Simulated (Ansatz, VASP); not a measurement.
NaPt2 in VASP and in Ansatz

```
CELL_PARAMETERS angstrom
0.00000 3.79058 3.79058
3.79058 0.00000 3.79058
3.79058 3.79058 0.00000
ATOMIC_POSITIONS crystal
Na 0.75000 0.75000 0.75000
Na 0.50000 0.50000 0.50000
Pt 0.12500 0.12500 0.12500
Pt 0.62500 0.12500 0.12500
Pt 0.12500 0.12500 0.62500
Pt 0.12500 0.62500 0.12500
```

Alike in both runs: task relaxation of cell and atoms; functional LDA; k mesh 8 × 8 × 8; occupations gaussian, width 0.1 eV; no spin polarisation.

|  | VASP | Ansatz |
| --- | --- | --- |
| version | VASP 6.6.1 | Ansatz 0.2.0 |
| potentials or method | VASP PAW LDA potentials, release 64 (Na_pv, Pt), cutoff 600 eV | scalar-relativistic, plane waves, PAW |
| valence electrons in the cell | 54 | 90 |

Ansatz gave:

| Item | Value |
| --- | --- |
| gap on the k mesh at the Fermi level, each at its own relaxed structure (eV) | none |
| relaxed volume (Å³/atom) | 16.96 |
| relaxed cell length with the largest relative difference (Å) | 5.240 |

**Question.** Estimate VASP's values.

**Answer.** gap on the k mesh at the Fermi level, each at its own relaxed structure (eV): none; relaxed volume (Å³/atom): 17.01; relaxed cell length with the largest relative difference (Å): 5.245.

LDA's correlation is that of Perdew and Zunger in VASP and of Perdew and Wang (1992) in Ansatz. A gap of «none» marks a metal or a gap that the smearing closes. VASP's potentials hold 54 valence electrons a cell and Ansatz's 90, so a difference there can come from the potentials and not from the codes.

Neither program's run includes spin-orbit coupling.
